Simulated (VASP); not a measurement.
# Te (P3_121) in VASP: further runs, part 2 of 2

VASP 6.6.1. Earlier steps stand in the parts before.

**3. Single point, PBE**

This run uses another cell than the first one, of 28.78 Å³/atom.

File INCAR:

```
PREC = Accurate ; ENCUT = 520
EDIFF = 1E-6 ; ISMEAR = 0
SIGMA = 0.1 ; LREAL = False
LASPH = True ; NELM = 100
ALGO = Fast ; ISIF = 2
LWAVE = False ; LCHARG = False
GGA = PE ; NBANDS = 16
```

File KPOINTS:

```
regular mesh
0
Gamma
  12 12 8
```

File POSCAR:

```
Te
1.0
    4.0829029210      0.0000000000      0.0000000000
   -2.0414514605      3.5358976508      0.0000000000
    0.0000000000      0.0000000000      5.9801115672
Te
3
Direct
    0.6975906576      0.0000000000      0.3333333333
    0.0000000000      0.6975906576      0.6666666667
    0.3024093424      0.3024093424      0.0000000000
```

Potentials or basis: VASP PAW PBE potentials, release 64 (Te).

Started as:

```
$ cat potpaw_PBE.64/Te/POTCAR > POTCAR
$ mpirun -np 1 vasp_std > vasp.out
```

OUTCAR:

```text
PREC = Accurate
   ENCUT = 520
   EDIFF = 1E-6
   ISMEAR = 0
   LREAL = False
   LASPH = True
   NELM = 100
   ISIF = 2
   GGA = PE

 ion  position               nearest neighbor table
   1  0.698  0.000  0.333-   3 2.92   2 2.92   3 3.18   3 3.18   2 3.18   2 3.18
   2  0.000  0.698  0.667-   3 2.92   1 2.92   3 3.18   3 3.18   1 3.18   1 3.18
   3  0.302  0.302  0.000-   1 2.92   2 2.92   1 3.18   2 3.18   2 3.18   1 3.18

  LATTYP: Found a hexagonal cell.
 ALAT       =     4.0829029210
 C/A-ratio  =     1.4646715053

  Lattice vectors:

 A1 = (   4.0829029210,   0.0000000000,   0.0000000000)
 A2 = (  -2.0414514605,   3.5358976508,   0.0000000000)
 A3 = (   0.0000000000,   0.0000000000,   5.9801115672)

Analysis of symmetry for initial positions (statically):
=====================================================================
 Subroutine PRICEL returns:
 Original cell was already a primitive cell.

 Routine SETGRP: Setting up the symmetry group for a
 hexagonal supercell.

 Subroutine GETGRP returns: Found  6 space group operations
 (whereof  2 operations were pure point group operations)
 out of a pool of 24 trial point group operations.

The static configuration has the point symmetry C_2 .
 The point group associated with its full space group is D_3 .

Analysis of symmetry for dynamics (positions and initial velocities):
=====================================================================
 Subroutine PRICEL returns:
 Original cell was already a primitive cell.

 Routine SETGRP: Setting up the symmetry group for a
 hexagonal supercell.

 Subroutine GETGRP returns: Found  6 space group operations
 (whereof  2 operations were pure point group operations)
 out of a pool of 24 trial point group operations.

The dynamic configuration has the point symmetry C_2 .
 The point group associated with its full space group is D_3 .

 Subroutine INISYM returns: Found  6 space group operations
 (whereof  2 operations are pure point group operations),
 and found     1 'primitive' translations

----------------------------------------------------------------------------------------

                                     Primitive cell

  volume of cell :      86.3332

  direct lattice vectors                    reciprocal lattice vectors
     4.082902921  0.000000000  0.000000000     0.244923776  0.141406808  0.000000000
    -2.041451460  3.535897651  0.000000000     0.000000000  0.282813616  0.000000000
     0.000000000  0.000000000  5.980111567     0.000000000  0.000000000  0.167220960

  length of vectors
     4.082902921  4.082902921  5.980111567     0.282813616  0.282813616  0.167220960

  position of ions in fractional coordinates (direct lattice)
     0.697590658  0.000000000  0.333333333
     0.000000000  0.697590658  0.666666667
     0.302409342  0.302409342  0.000000000

  ion indices of the primitive-cell ions
   primitive index   ion index
                 1           1
                 2           2
                 3           3

----------------------------------------------------------------------------------------

 KPOINTS: regular mesh

Automatic generation of k-mesh.
 Grid dimensions read from file:
 generate k-points for:   12   12    8

 Generating k-lattice:

  Cartesian coordinates                     Fractional coordinates (reciprocal lattice)
     0.020410315  0.011783901  0.000000000     0.083333333  0.000000000  0.000000000
     0.000000000  0.023567801  0.000000000     0.000000000  0.083333333  0.000000000
     0.000000000  0.000000000  0.020902620     0.000000000  0.000000000  0.125000000

  Length of vectors
     0.023567801  0.023567801  0.020902620

  Shift w.r.t. Gamma in fractional coordinates (k-lattice)
     0.000000000  0.000000000  0.000000000

 Subroutine IBZKPT returns following result:
 ===========================================

 Found    131 irreducible k-points:

 Following reciprocal coordinates:
            Coordinates               Weight
  0.000000  0.000000  0.000000      1.000000
  0.083333 -0.000000  0.000000      6.000000
  0.166667  0.000000  0.000000      6.000000
  0.250000  0.000000  0.000000      6.000000
  0.333333  0.000000  0.000000      6.000000
  0.416667 -0.000000  0.000000      6.000000
[... 16 lines left out ...]
  0.166667  0.000000  0.125000      6.000000
  0.000000  0.166667  0.125000      6.000000
 [... further k-points ...]
   k-points           NKPTS =    131   k-points in BZ     NKDIM =    131   number of bands    NBANDS=     16
   number of dos      NEDOS =    301   number of ions     NIONS =      3
   total plane-waves  NPLWV =  43200
   dimension x,y,z NGX =    30 NGY =   30 NGZ =   48
   dimension x,y,z NGXF=    60 NGYF=   60 NGZF=   96
   ions per type =               3
   NGX,Y,Z   is equivalent  to a cutoff of  12.22, 12.22, 13.34 a.u.
   NGXF,Y,Z  is equivalent  to a cutoff of  24.43, 24.43, 26.69 a.u.
 SYSTEM =  unknown system
   PREC   = accura    normal or accurate (medium, high low for compatibility)
   ISTART =      0    job   : 0-new  1-cont  2-samecut
   ICHARG =      2    charge: 1-file 2-atom 10-const
   ISPIN  =      1    spin polarized calculation?
   LNONCOLLINEAR =      F non collinear calculations
   LSORBIT =      F    spin-orbit coupling
   LASPH  =      T    aspherical Exc in radial PAW
   ENCUT  =  520.0 eV  38.22 Ry    6.18 a.u.   7.59  7.59 11.12*2*pi/ulx,y,z
   NELM   =    100;   NELMIN=  2; NELMDL= -5     # of ELM steps
   EDIFF  = 0.1E-05   stopping-criterion for ELM
   LREAL  =      F    real-space projection
   EDIFFG = 0.1E-04   stopping-criterion for IOM
   NSW    =      0    number of steps for IOM
   IBRION =     -1    ionic relax: 0-MD 1-quasi-New 2-CG
   NFREE  =      0    steps in history (QN), initial steepest desc. (CG)
   ISIF   =      2    stress and relaxation
   ISYM   =      2    0-nonsym 1-usesym 2-fastsym
   POTIM  = 0.5000    time-step for ionic-motion
   TEBEG  =    0.0;   TEEND  =   0.0 temperature during run
   PSTRESS=    0.0 pullay stress
   NELECT =      18.0000    total number of electrons
   NUPDOWN=      -1.0000    fix difference up-down
   EMIN   =  10.00;   EMAX   =-10.00  energy-range for DOS
   EFERMI =   0.00;   METHOD = LEGACY
   ISMEAR =     0;   SIGMA  =   0.10  broadening in eV -4-tet -1-fermi 0-gaus
   EFERMI_NEDOS =   21; number of points for ismear=-14 and -15
   IALGO  =     68    algorithm
   IMIX   =      4    mixing-type and parameters
     AMIX     =   0.40;   BMIX     =  1.00
     AMIX_MAG =   1.60;   BMIX_MAG =  1.00
  volume/ion in A,a.u.               =      28.78       194.20
  Fermi-wavevector in a.u.,A,eV,Ry     =   0.970748  1.834447 12.821462  0.942351
  Thomas-Fermi vector in A             =   2.100908
   LORBIT       =      0    0 simple, 1 ext, 2 COOP (PROOUT), +10 PAW based schemes
   GGA     = PE    functional components
   LHFCALC =     F    Hartree Fock is set to
   AEXX    =    0.0000 exact exchange contribution
   IVDW    =     0    specifies the selected vdW correction
   LEPSILON=     F    determine dielectric tensor
   LRPA    =     F    only Hartree local field effects (RPA)
 non-spin polarized calculation
 RMM-DIIS sequential band-by-band and
 Gauss-broadening in eV      SIGMA  =   0.10
  energy-cutoff  :      520.00
  volume of cell :       86.33
 maximum number of plane-waves:      2355
   NGX = 15   NGY = 15   NGZ = 23

 number of electron      17.9999998 magnetization

 Free energy of the ion-electron system (eV)
  ---------------------------------------------------
  ext. energy  EPLUGINS =         0.00000000
  ---------------------------------------------------
  free energy    TOTEN  =        -9.07580813 eV

  energy without entropy =       -9.07430918  energy(sigma->0) =       -9.07505865

 E-fermi :   8.0504     XC(G=0):  -9.8619

 val. band max:        8.0497277876   @ k =   0.2500   0.2500   0.5000
 cond. band min:       8.0769610851   @ k =   0.4167   0.1667   0.5000
 fundamental gap:      0.0272332974
 Fermi energy:         8.0503863199

 k-point     1 :       0.0000    0.0000    0.0000
  band No.  band energies     occupation
      1      -6.4670      2.00000
      2      -2.8077      2.00000
      3      -2.8077      2.00000
      4       5.4697      2.00000
      5       5.8299      2.00000
      6       5.8299      2.00000
[... 8 lines left out ...]
     15      14.2406      0.00000
     16      14.2408      0.00000
[... 419 lines left out ...]
 k-point    24 :       0.0000    0.1667    0.1250
  band No.  band energies     occupation
      1      -6.1345      2.00000
      2      -3.4429      2.00000
      3      -1.9971      2.00000
      4       3.5832      2.00000
      5       4.8909      2.00000
      6       5.0130      2.00000
[... 8 lines left out ...]
     15      13.9302      0.00000
     16      14.1570      0.00000

 [... further k-points ...]
[... 5 lines left out ...]
  --------------------------------------------------------------------------------------
  -------------------------------------------------------------------------------------
  Total        4.2972211      4.2972211      4.3155894      0.0000000      0.0000000      0.0000000
  in kB       79.7480840     79.7480840     80.0889639      0.0000000      0.0000000      0.0000000
  external PRESSURE =      79.8617106 kB  Pullay stress =       0.0000000 kB

 VOLUME and BASIS-vectors are now :
 -----------------------------------------------------------------------------
  energy-cutoff  :      520.00
  volume of cell :       86.33
      direct lattice vectors                 reciprocal lattice vectors
     4.082902921  0.000000000  0.000000000     0.244923776  0.141406808  0.000000000
    -2.041451460  3.535897651  0.000000000     0.000000000  0.282813616  0.000000000
     0.000000000  0.000000000  5.980111567     0.000000000  0.000000000  0.167220960

 POSITION                                       TOTAL-FORCE (eV/Angst)
 -----------------------------------------------------------------------------------
      2.84819      0.00000      1.99337        -0.010186      0.000000      0.000000
     -1.42410      2.46661      3.98674         0.005093     -0.008821     -0.000000
      0.61735      1.06929      0.00000         0.005093      0.008821     -0.000000
 -----------------------------------------------------------------------------------
    total drift:                               -0.000000     -0.000000      0.000000

  FREE ENERGIE OF THE ION-ELECTRON SYSTEM (eV)
  ---------------------------------------------------
  free  energy   TOTEN  =        -9.0758081301 eV

  energy  without entropy=       -9.0743091770  energy(sigma->0) =       -9.07505865
```

OSZICAR:

```text
N       E                     dE             d eps       ncg     rms          rms(c)
DAV:   1     0.737909111620E+02    0.73791E+02   -0.66800E+03  4192   0.917E+02
DAV:   2    -0.464425600630E+01   -0.78435E+02   -0.74385E+02  5648   0.141E+02
DAV:   3    -0.900594498855E+01   -0.43617E+01   -0.43281E+01  5192   0.367E+01
DAV:   4    -0.907149775121E+01   -0.65553E-01   -0.65538E-01  5936   0.528E+00
DAV:   5    -0.907294847204E+01   -0.14507E-02   -0.14507E-02  5520   0.735E-01    0.155E+01
RMM:   6    -0.907315712942E+01   -0.20866E-03   -0.55231E-03  4267   0.447E-01    0.944E+00
RMM:   7    -0.907571778278E+01   -0.25607E-02   -0.11031E-02  4511   0.691E-01    0.110E-01
RMM:   8    -0.907576072049E+01   -0.42938E-04   -0.13320E-03  4815   0.271E-01    0.636E-02
RMM:   9    -0.907580482521E+01   -0.44105E-04   -0.27406E-04  4990   0.128E-01    0.319E-02
RMM:  10    -0.907580827931E+01   -0.34541E-05   -0.48113E-05  5007   0.524E-02    0.794E-03
RMM:  11    -0.907580813012E+01    0.14919E-06   -0.77950E-06  4972   0.199E-02
   1 F= -.90758081E+01 E0= -.90750587E+01  d E =-.149895E-02
```

stdout:

```text
POSCAR found type information on POSCAR Te
 POSCAR found :  1 types and       3 ions
 scaLAPACK will be used
 LDA part: xc-table for (Slater+PW92), standard interpolation
 POSCAR, INCAR and KPOINTS ok, starting setup
 FFT: planning ... GRIDC
 FFT: planning ... GRID_SOFT
 FFT: planning ... GRID
 WAVECAR not read
 entering main loop
```

It took 2 min on 1 thread of Oxide Virtual Turin-like, shared host; peak memory 0.26 GiB.

Results:

| Property | Result |
| --- | --- |
| Free energy | -9.0758 eV |
| Pressure | 8.0 GPa |
| Largest force | 0.010 eV/Å |
| Band gap on the k mesh | zero (bands 9 and 10 overlap by 0.17 eV) |

Forces on the atoms (eV/Å):
```
Te  -0.010  0.000  0.000
Te   0.005 -0.009  0.000
Te   0.005  0.009  0.000
```

Caveat: the cell stands under pressure; spin-orbit coupling is left out, which moves the levels of the heavy elements.

**4. Relaxation of cell and atoms, PBE, target pressure 3 GPa, at which the enthalpy is minimised**

This run uses another cell than the first one, of 34.18 Å³/atom.

File INCAR:

```
  ALGO = Fast
  EDIFF = 1E-6
  EDIFFG = -0.008
  ENCUT = 600
  GGA = PE
  IBRION = 2
  ISIF = 3
  ISMEAR = 0
  LASPH = T
  LCHARG = F
  LREAL = F
  LWAVE = F
  NELM = 60
  NSW = 70
  PREC = Accurate
  PSTRESS = 30.0
  SIGMA = 0.01
```

File KPOINTS:

```
k-points
0
Gamma
  12 12 6
```

File POSCAR:

```
Te
1.0
    4.4800172604      0.0000000000      0.0000000000
   -2.2400086302      3.8798087569      0.0000000000
    0.0000000000      0.0000000000      5.8993851105
Te
3
Direct
    0.7321941315      0.0000000000      0.3333333333
    0.0000000000      0.7321941315      0.6666666667
    0.2678058685      0.2678058685      0.0000000000
```

Started as:

```
$ cat potpaw_PBE.64/Te/POTCAR > POTCAR
$ mpirun -np 1 vasp_std > vasp.out
```

Run time: 11 min. Hardware: 1 thread of Oxide Virtual Turin-like, shared host; peak memory 0.31 GiB.

The run converged. Its results:

```yaml
Free_energy: -9.3512 eV
Relaxed_volume: 31.59 Å³/atom
Relaxed_cell: a = 4.282 Å, b = 4.282 Å, c = 5.970 Å, α = 90.00°, β = 90.00°, γ = 120.00°
Space_group_after_relaxing_to_0.1_Å: P3_121 (No. 152)
Energy_change_on_relaxing_the_run_minimises_the_enthalpy: +22.9 meV/atom
Ionic_steps: 13
Pressure_after_relaxing: 3.0 GPa
Largest_force_after_relaxing: 0.006 eV/Å
Band_gap_on_the_k_mesh: zero (filled and empty bands touch)
```

Forces in eV/Å, atoms in the order of the input:
```
Te  -0.006  0.000  0.000
Te   0.003 -0.005  0.000
Te   0.003  0.005  0.000
```

The path:
```
step  energy change (eV)  largest force (eV/Å)  pressure (GPa)  volume (Å³)
   1              0.0000                0.1651            1.35       102.54
   2              0.0736                0.3993            3.95        97.39
   3              0.0532                0.3524            3.32        98.39
   4              0.0526                0.2636            3.35        97.19
   5              0.0836                0.0861            3.60        94.13
   6              0.0878                0.0743            3.60        93.90
   7              0.0455                0.0390            1.98        96.32
   8              0.0684                0.0289            2.97        94.83
   9              0.0681                0.0210            2.98        94.83
  10              0.0680                0.0098            2.99        94.82
  11              0.0680                0.0088            2.99        94.82
  12              0.0680                0.0086            2.99        94.82
  13              0.0687                0.0056            2.99        94.78
```

Final structure:
```xyz
3
Lattice="4.2817 0.0000 0.0000 -2.1409 3.7081 0.0000 0.0000 0.0000 5.9695" Properties=species:S:1:pos:R:3 pbc="T T T"
Te    3.0494    0.0000    1.9898
Te   -1.5247    2.6409    3.9797
Te    0.6162    1.0672    0.0000
```

Levels at points of the mesh, in eV from the Fermi level:
| k point | band 6 | band 7 | band 8 | band 9 | band 10 | band 11 | band 12 | band 13 |
| --- | --- | --- | --- | --- | --- | --- | --- | --- |
| (0.00, 0.00, 0.00) | -2.55 | -1.80 | -1.80 | -1.21 | 1.01 | 1.01 | 1.73 | 4.83 |
| (0.50, 0.00, 0.00) | -4.13 | -3.95 | -0.80 | -0.70 | 0.52 | 0.54 | 2.39 | 3.79 |
| (0.00, 0.00, 0.50) | -2.66 | -1.25 | -0.81 | -0.81 | 0.21 | 0.34 | 0.34 | 3.62 |
| (0.50, 0.00, 0.50) | -3.67 | -2.83 | -2.59 | -0.36 | 0.28 | 2.05 | 2.70 | 4.20 |

Caveat: the cell is relaxed towards a set pressure, so the run minimises the enthalpy, not the energy; spin-orbit coupling is left out, which moves the levels of the heavy elements.

**5. The runs side by side**

| task | cell | k mesh | cutoff (eV) | smearing | gap on the mesh (eV) | pressure (GPa) | largest force (eV/Å) |
| --- | --- | --- | --- | --- | --- | --- | --- |
| single point | a = 4.284, b = 4.284, c = 5.968 Å, angles 90.0, 90.0, 120.0°, 3 atoms, atomic positions A | 12 × 12 × 6 | 520 | gaussian 0.01 eV | none | 3.0 | 0.01 |
| single point | a = 4.083, b = 4.083, c = 5.980 Å, angles 90.0, 90.0, 120.0°, 3 atoms, atomic positions B | 12 × 12 × 8 | 520 | gaussian 0.1 eV | none | 8.0 | 0.01 |
| relaxation of cell and atoms | relaxed to 3 GPa from a = 4.480, b = 4.480, c = 5.899 Å, angles 90.0, 90.0, 120.0°, 3 atoms, atomic positions C | 12 × 12 × 6 | 600 | gaussian 0.01 eV | none | 3.0 | 0.01 |

Alike in all rows: level PBE; potentials or basis VASP PAW PBE potentials, release 64 (Te); no spin polarisation.

Caveats: spin-orbit coupling is left out, which moves the levels of the heavy elements; the cell stands under pressure (at least some runs); the cell is relaxed towards a set pressure, so the run minimises the enthalpy, not the energy (at least some runs).

Absolute energies hang on the potentials; compare differences alone.

The gap in the log of VASP goes by the Fermi energy; the results here count the filled bands.